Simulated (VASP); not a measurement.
Write the native input for VASP 6.6.1 that does the following.

```
Task                   : single point
Functional             : LDA
Potentials or basis    : VASP PAW LDA potentials, release 64 (Zn)
Cutoff                 : 520 eV
k mesh                 : 14 × 14 × 7
Occupations            : fermi-dirac, width 0.1 eV
Spin                   : no spin polarisation
Dipole correction      : no
Further INCAR settings : ALGO = Normal; EDIFF = 1e-07; NBANDS = 19
```

The structure of Zn lies in POSCAR:

```
Zn
1.0
    2.5709734941      0.0000000000      0.0000000000
   -1.2854867470      2.2265283583      0.0000000000
    0.0000000000      0.0000000000      4.7361908757
Zn
2
Direct
    0.3333333333      0.6666666667      0.2500000000
    0.6666666667      0.3333333333      0.7500000000
```

The input as run:

INCAR

```
SYSTEM = Zn
ALGO     = Normal         ! electronic algorithm
EDIFF    = 1E-7           ! SCF threshold, eV
ENCUT    = 520            ! plane-wave cutoff, eV
GGA      = CA             ! functional
ISIF     = 2              ! what is computed and relaxed
ISMEAR   = -1             ! smearing method
LASPH    = .TRUE.         ! aspherical terms in the spheres
LCHARG   = .FALSE.        ! write CHGCAR
LREAL    = .FALSE.        ! projectors in reciprocal space
LWAVE    = .FALSE.        ! write WAVECAR
NBANDS   = 19             ! bands
NELM     = 60             ! most SCF steps
PREC     = Accurate       ! precision mode
SIGMA    = 0.1            ! smearing width, eV
```

KPOINTS

```
k-points
0
G
  14 14 7
  0 0 0
```

Potentials or basis: VASP PAW LDA potentials, release 64 (Zn).

Run with:

```bash
$ cat potpaw_LDA.64/Zn/POTCAR > POTCAR
$ mpirun -np 1 vasp_std > vasp.out
```

Results of the run:

```
Pressure               : 0.8 GPa
Band gap on the k mesh : zero (band 12 reaches 5.21 eV, above the bottom of band 13 at 0.86 eV)
```

Wall time 14 s on 1 thread of Intel(R) Xeon(R) 6975P-C (Granite Rapids) (shared host), peak memory 0.15 GiB.
